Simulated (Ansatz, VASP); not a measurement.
**One calculation of Na2P3, two programs**

```
CELL_PARAMETERS angstrom
3.40860 0.00000 0.00000
-1.70430 2.95194 0.00000
0.00000 0.00000 10.21154
ATOMIC_POSITIONS crystal
Na 0.33333 0.66667 0.19724
Na 0.66667 0.33333 0.80276
P 0.00000 0.00000 0.00000
P 0.33333 0.66667 0.55530
P 0.66667 0.33333 0.44470
```

Alike in both runs: functional PBE; k mesh 6 × 6 × 4; occupations gaussian, width 0.1 eV; no spin polarisation.

Ansatz relaxed the structure, and its values are those at the end. VASP's run is a single point on that final structure, the one shown.

|  | VASP | Ansatz |
| --- | --- | --- |
| version | VASP 6.6.1 | Ansatz 0.2.0 |
| potentials or method | VASP PAW PBE potentials, release 64 (Na_pv, P), cutoff 520 eV | scalar-relativistic, plane waves, PAW |
| valence electrons in the cell | 29 | 33 |

```csv
,VASP,Ansatz,Ansatz less VASP
gap on the k mesh at the Fermi level (eV),none,none,-
pressure (GPa),0.0,0.0,+0.08
rms of the force components (eV/Å),0.033,0.018,-0.0146
```

A gap of «none» marks a metal or a gap that the smearing closes. With one functional, cell and mesh, what is left measures potentials, basis and numerics. VASP's potentials hold 29 valence electrons a cell and Ansatz's 33, so a difference there can come from the potentials and not from the codes.
